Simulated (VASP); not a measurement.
Here is a VASP 6.6.1 calculation.

File INCAR:

```
SYSTEM = Ti
ALGO = Fast
EDIFF = 1E-6
ENCUT = 520
GGA = PS
ISIF = 2
ISMEAR = 0
LASPH = .TRUE.
LCHARG = .FALSE.
LREAL = .FALSE.
LWAVE = .FALSE.
NBANDS = 12
NELM = 80
PREC = Accurate
SIGMA = 0.15
```

File KPOINTS:

```
k-points
0
G
  22 22 22
  0 0 0
```

File POSCAR:

```
Ti
1.0
   -1.5077073127      1.5077073127      1.6247054002
    1.5077073127     -1.5077073127      1.6247054002
    1.5077073127      1.5077073127     -1.6247054002
Ti
1
Direct
    0.0000000000      0.0000000000      0.0000000000
```

Potentials or basis: VASP PAW PBE potentials, release 64 (Ti_sv).

Run with:

```console
$ cat potpaw_PBE.64/Ti_sv/POTCAR > POTCAR
$ mpirun -np 1 vasp_std > vasp.out
```

**Question.** Estimate the band gap on the k mesh.

**Answer.** Zero (band 6 reaches 10.83 eV, above the bottom of band 7 at 9.07 eV).

**Question.** What does it give for the pressure?

**Answer.** 15.0 GPa.

Stress tensor (GPa, compression positive):
```
14.83  0.00  0.00
 0.00 14.83  0.00
 0.00  0.00 15.42
```

Caveat: the PAW data sets were made with another functional, which shifts forces and pressure a little.
